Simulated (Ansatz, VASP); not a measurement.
# WC: VASP beside Ansatz

Contents of INCAR:

```
SYSTEM = WC
PREC = Accurate ; ENCUT = 600
EDIFF = 1E-7 ; ISMEAR = -1
SIGMA = 0.05 ; LREAL = .False.
LASPH = .True. ; NELM = 80
ALGO = Normal ; ISIF = 3
LWAVE = .False. ; LCHARG = .False.
GGA = PS ; IVDW = 13
IBRION = 2 ; NSW = 60
EDIFFG = -0.01
```

Contents of KPOINTS:

```
regular mesh
0
Gamma
  10 10 10
  0 0 0
```

Contents of POSCAR:

```
WC
1.0
    0.0000000000      2.1926840000      2.1926840000
    2.1926840000      0.0000000000      2.1926840000
    2.1926840000      2.1926840000      0.0000000000
W C
1 1
Direct
    0.0000000000      0.0000000000      0.0000000000
    0.5000000000      0.5000000000      0.5000000000
```

The input input.yaml:

```yaml
crystal:
  lattice:
    - [0.0, 2.192684, 2.192684]
    - [2.192684, 0.0, 2.192684]
    - [2.192684, 2.192684, 0.0]
  atoms:
    - { symbol: W, position: [0.0, 0.0, 0.0] }
    - { symbol: C, position: [0.5, 0.5, 0.5] }
hamiltonian:
  xc: pbesol
  pseudopotentials: { kind: paw }
  dispersion: d4
kpoints:
  mp_grid: { grid: [10, 10, 10] }
scf:
  occupations: { method: fermi_dirac, width: 0.05 }
output:
  forces: true
  stress: true
  eigenvalues: true
relax:
  f_tol: 0.01
  max_steps: 40
  cell: { stress_tol: 0.05 }
```

Alike in both runs: task relaxation of cell and atoms; functional PBEsol; dispersion D4; k mesh 10 × 10 × 10; occupations fermi-dirac, width 0.05 eV; no spin polarisation.

|  | VASP | Ansatz |
| --- | --- | --- |
| version | VASP 6.6.1 | Ansatz 0.2.0 |
| potentials or method | VASP PAW PBE potentials, release 64 (W_sv, C) | Ansatz PAW |
| plane-wave cutoff (eV) | 600 | 420 |
| valence electrons in the cell | 18 | 18 |

|  | VASP | Ansatz | Ansatz less VASP |
| --- | --- | --- | --- |
| gap on the k mesh at the Fermi level, each at its own relaxed structure (eV) | none | none | - |
| relaxed volume (Å³/atom) | 10.17 | 10.15 | -0.029 |
| relaxed cell length with the largest relative difference (Å) | 3.064 | 3.062 | -0.0029 |

VASP's potentials were made for PBE, not for PBEsol. A gap of «none» marks a metal or a gap that the smearing closes.

Spin-orbit coupling is off throughout. Noted on VASP's run: too few bands were computed for a metal, which touches its energy and stress. Noted on Ansatz's run: the plane-wave basis is chosen anew once the cell has moved, so the energies of steps on either side of that aren't comparable.
